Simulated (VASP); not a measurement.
# Ta (P6_3/mmc) in VASP: settings compared, part 2 of 3

VASP 6.6.1. Earlier steps stand in the parts before.

## 3. Relaxation of cell and atoms, r2SCAN, target pressure 2 GPa, at which the enthalpy is minimised

Contents of POSCAR:

```
Ta
1.0
    2.9003720726      0.0000000000      0.0000000000
   -1.4501860363      2.5117958953      0.0000000000
    0.0000000000      0.0000000000      5.1662740000
Ta
2
Direct
    0.3333333333      0.6666666667      0.2500000000
    0.6666666667      0.3333333333      0.7500000000
```

Contents of INCAR.step1:

```
SYSTEM = Ta
PREC = Accurate
ENCUT = 600
ISMEAR = -1
SIGMA = 0.05
LREAL = .False.
LASPH = .True.
NELM = 60
GGA = PE
ALGO = Normal
EDIFF = 1E-4
LWAVE = .True.
LCHARG = .False.
```

Contents of INCAR.step2:

```
SYSTEM = Ta
PREC = Accurate
ENCUT = 600
EDIFF = 1E-6
ISMEAR = -1
SIGMA = 0.05
LREAL = .False.
LASPH = .True.
NELM = 60
ALGO = Normal
ISIF = 3
LWAVE = .False.
LCHARG = .False.
METAGGA = R2SCAN
LMIXTAU = .True.
IBRION = 2
NSW = 60
EDIFFG = -0.01
PSTRESS = 20.0
ISTART = 1
```

Contents of KPOINTS:

```
Automatic mesh
0
Gamma
  11 11 5
  0 0 0
```

Potentials or basis: VASP PAW PBE potentials, release 64 (Ta_pv).

Launch:

```
cat potpaw_PBE.64/Ta_pv/POTCAR > POTCAR
cp INCAR.step1 INCAR
mpirun -np 1 vasp_std > vasp.out
cp INCAR.step2 INCAR
mpirun -np 1 vasp_std > vasp.out
```

OUTCAR:

```text
SYSTEM = Ta
   PREC = Accurate
   ENCUT = 600
   EDIFF = 1E-6
   ISMEAR = -1
   LREAL = .False.
   LASPH = .True.
   NELM = 60
   ISIF = 3
   METAGGA = R2SCAN
   IBRION = 2
   NSW = 60
   EDIFFG = -0.01
   PSTRESS = 20.0
   ISTART = 1

 ion  position               nearest neighbor table
   1  0.333  0.667  0.250-   2 3.08   2 3.08   2 3.08   2 3.08   2 3.08   2 3.08
   2  0.667  0.333  0.750-   1 3.08   1 3.08   1 3.08   1 3.08   1 3.08   1 3.08

  LATTYP: Found a hexagonal cell.
 ALAT       =     2.9003720726
 C/A-ratio  =     1.7812452577

  Lattice vectors:

 A1 = (   2.9003720726,   0.0000000000,   0.0000000000)
 A2 = (  -1.4501860363,   2.5117958953,   0.0000000000)
 A3 = (   0.0000000000,   0.0000000000,   5.1662740000)

Analysis of symmetry for initial positions (statically):
=====================================================================
 Subroutine PRICEL returns:
 Original cell was already a primitive cell.

 Routine SETGRP: Setting up the symmetry group for a
 hexagonal supercell.

 Subroutine GETGRP returns: Found 24 space group operations
 (whereof 12 operations were pure point group operations)
 out of a pool of 24 trial point group operations.

The static configuration has the point symmetry D_3d.
 The point group associated with its full space group is D_6h.

Analysis of symmetry for dynamics (positions and initial velocities):
=====================================================================
 Subroutine PRICEL returns:
 Original cell was already a primitive cell.

 Routine SETGRP: Setting up the symmetry group for a
 hexagonal supercell.

 Subroutine GETGRP returns: Found 24 space group operations
 (whereof 12 operations were pure point group operations)
 out of a pool of 24 trial point group operations.

The dynamic configuration has the point symmetry D_3d.
 The point group associated with its full space group is D_6h.
[... 135 lines left out ...]
 NGX is ok and might be reduce to    24
   NGX = 11   NGY = 11   NGZ = 21

--------------------------------------- Ionic step        1  -------------------------------------------

 number of electron      22.0000002 magnetization

 Free energy of the ion-electron system (eV)
  ---------------------------------------------------
  ext. energy  EPLUGINS =         0.00000000
  ---------------------------------------------------
  free energy    TOTEN  =       -96.57135804 eV

  energy without entropy =      -96.55215631  energy(sigma->0) =      -96.56175718

------------------------ aborting loop because EDIFF is reached ----------------------------------------

  FORCE on cell =-STRESS in cart. coord.  units (eV):
  Direction    XX          YY          ZZ          XY          YZ          ZX
  --------------------------------------------------------------------------------------
  -------------------------------------------------------------------------------------
  Total       -0.8338681     -0.8338681     -0.5292011      0.0000000      0.0000000     -0.0000000
  in kB      -35.4970641    -35.4970641    -22.5276461      0.0000000      0.0000000     -0.0000000
  external PRESSURE =     -51.1739248 kB  Pullay stress =      20.0000000 kB
[... 291 lines left out ...]
--------------------------------------- Ionic step        9  -------------------------------------------

 number of electron      21.9999999 magnetization

 Free energy of the ion-electron system (eV)
  ---------------------------------------------------
  ext. energy  EPLUGINS =         0.00000000
  ---------------------------------------------------
  free energy    TOTEN  =       -96.57552970 eV

  energy without entropy =      -96.55741402  energy(sigma->0) =      -96.56647186

 E-fermi :   5.6882     XC(G=0): -13.6455

 val. band max:        5.6833508105   @ k =   0.2727   0.2727   0.0000
 cond. band min:       5.7024985751   @ k =   0.2727   0.0909   0.4000
 fundamental gap:      0.0191477646
 Fermi energy:         5.6882438075

 k-point     1 :       0.0000    0.0000    0.0000
  band No.  band energies     occupation
      1     -30.1211      2.00000
      2     -29.1967      2.00000
      3     -29.0576      2.00000
      4     -29.0576      2.00000
      5     -28.9680      2.00000
      6     -28.9680      2.00000
      7      -3.0649      2.00000
      8       0.4001      2.00000
      9       4.9867      2.00000
     10       5.3279      1.99852
     11       6.3581      0.00000
     12       6.3581      0.00000
     13       6.9536      0.00000
     14       6.9536      0.00000
[... 401 lines left out ...]
      2     -29.5903      2.00000
      3     -29.5461      2.00000
      4     -29.2726      2.00000
      5     -29.1965      2.00000
      6     -29.1180      2.00000
      7      -0.6763      2.00000
      8       2.1476      2.00000
      9       3.3762      2.00000
     10       4.4528      2.00000
     11       5.2093      1.99986
     12       5.8945      0.03179
     13       7.6819      0.00000
     14       7.8459      0.00000
     15       8.9548      0.00000

 [... further k-points ...]

------------------------ aborting loop because EDIFF is reached ----------------------------------------

  FORCE on cell =-STRESS in cart. coord.  units (eV):
  Direction    XX          YY          ZZ          XY          YZ          ZX
  --------------------------------------------------------------------------------------
  -------------------------------------------------------------------------------------
  Total        0.4579448      0.4579448      0.4588413      0.0000000      0.0000000      0.0000000
  in kB       20.0054710     20.0054710     20.0446354      0.0000000      0.0000000      0.0000000
  external PRESSURE =       0.0185258 kB  Pullay stress =      20.0000000 kB
[... 21 lines left out ...]
  energy  without entropy=      -96.5574140221  energy(sigma->0) =      -96.56647186

  enthalpy is  TOTEN    =       -96.1177101148 eV   P V=        0.4578195863

 reached required accuracy - stopping structural energy minimisation
```

OUTCAR.step1:

```text
SYSTEM = Ta
   PREC = Accurate
   ENCUT = 600
   ISMEAR = -1
   LREAL = .False.
   LASPH = .True.
[... 656 lines left out ...]
     -0.00000      1.67453      1.29157         0.000000      0.000000      0.000000
      1.45019      0.83727      3.87471        -0.000000     -0.000000      0.000000
 -----------------------------------------------------------------------------------
    total drift:                               -0.000000      0.000000     -0.000000

  FREE ENERGIE OF THE ION-ELECTRON SYSTEM (eV)
  ---------------------------------------------------
  free  energy   TOTEN  =       -23.0893161766 eV

  energy  without entropy=      -23.0702147644  energy(sigma->0) =      -23.07976547
```

Run time: 16 min. Hardware: 1 thread of Intel Xeon 8259CL, shared host; peak memory 0.2 GiB.

Results:

- Free energy: -96.5755 eV
- Relaxed volume: 18.34 Å³/atom
- Relaxed cell: a = 2.871 Å, b = 2.871 Å, c = 5.136 Å, α = 90.00°, β = 90.00°, γ = 120.00°
- Space group after relaxing (to 0.1 Å): P6_3/mmc (No. 194)
- Energy change on relaxing (the run minimises the enthalpy): -2.1 meV/atom
- Ionic steps: 9
- Pressure after relaxing: 2.0 GPa
- Band gap on the k mesh: zero (bands 11 and 12 overlap by 1.55 eV)

Step by step:
```csv
step,energy change (eV),largest force (eV/Å),pressure (GPa),volume (Å³)
1,0.0000,0.0000,-3.12,37.64
2,0.1199,0.0000,16.51,34.46
3,-0.0043,0.0000,1.89,36.69
4,-0.0040,0.0000,2.02,36.67
5,-0.0038,0.0000,2.13,36.65
6,-0.0039,0.0000,2.10,36.66
7,-0.0039,0.0000,2.11,36.66
8,-0.0046,0.0000,1.80,36.71
9,-0.0042,0.0000,2.00,36.68
```

Final structure:
```
CELL_PARAMETERS angstrom
2.87145 0.00000 0.00000
-1.43572 2.48675 0.00000
0.00000 0.00000 5.13620
ATOMIC_POSITIONS crystal
Ta 0.33333 0.66667 0.25000
Ta 0.66667 0.33333 0.75000
```

Caveat: the cell is relaxed towards a set pressure, so the run minimises the enthalpy, not the energy; the PAW data sets were made with another functional, which shifts forces and pressure a little; spin-orbit coupling is left out, which moves the levels of the heavy elements.

(Continued in part 3 of 3.)

The gap in the log of VASP goes by the Fermi energy; the results here count the filled bands.